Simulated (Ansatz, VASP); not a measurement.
# Cs in VASP and in Ansatz

INCAR

```
PREC     = Accurate       # precision mode
ENCUT    = 520            # plane-wave cutoff, eV
EDIFF    = 1E-6           # SCF threshold, eV
ISMEAR   = 0              # smearing method
SIGMA    = 0.1            # smearing width, eV
LREAL    = False          # projectors in reciprocal space
LASPH    = True           # aspherical terms in the spheres
NELM     = 60             # most SCF steps
ALGO     = Fast           # electronic algorithm
ISIF     = 2              # what is computed and relaxed
LWAVE    = False          # write WAVECAR
LCHARG   = False          # write CHGCAR
GGA      = PE             # functional
NBANDS   = 10             # bands
```

The input KPOINTS:

```
regular mesh
0
Gamma
  10 10 10
```

File POSCAR:

```
Cs
1.0
   -3.1398285238      3.1398285238      3.1398285238
    3.1398285238     -3.1398285238      3.1398285238
    3.1398285238      3.1398285238     -3.1398285238
Cs
1
Direct
    0.0000000000      0.0000000000      0.0000000000
```

Input for Ansatz:

```yaml
crystal:
  lattice:
    - [-3.1398285238, 3.1398285238, 3.1398285238]
    - [3.1398285238, -3.1398285238, 3.1398285238]
    - [3.1398285238, 3.1398285238, -3.1398285238]
  atoms:
    - { symbol: Cs, position: [0.0, 0.0, 0.0] }
basis:
  ecutwfc: 420
kpoints:
  mp_grid: { grid: [10, 10, 10] }
hamiltonian:
  xc: pbe
scf:
  occupations: { method: gaussian, width: 0.1 }
output:
  forces: true
  stress: true
  eigenvalues: true
```

Alike in both runs: task single point; functional PBE; k mesh 10 × 10 × 10; occupations gaussian, width 0.1 eV; no spin polarisation.

|  | VASP | Ansatz |
| --- | --- | --- |
| version | VASP 6.6.1 | Ansatz 0.2.0 |
| potentials or method | VASP PAW PBE potentials, release 64 (Cs_sv), cutoff 520 eV | scalar-relativistic, plane waves, PAW |
| valence electrons in the cell | 9 | 9 |

```tsv
	VASP	Ansatz	Ansatz less VASP
gap on the k mesh at the Fermi level (eV)	none	none	-
pressure (GPa)	-0.1	-0.1	+0.01
```

A gap of «none» marks a metal or a gap that the smearing closes.

Spin-orbit coupling is off throughout.
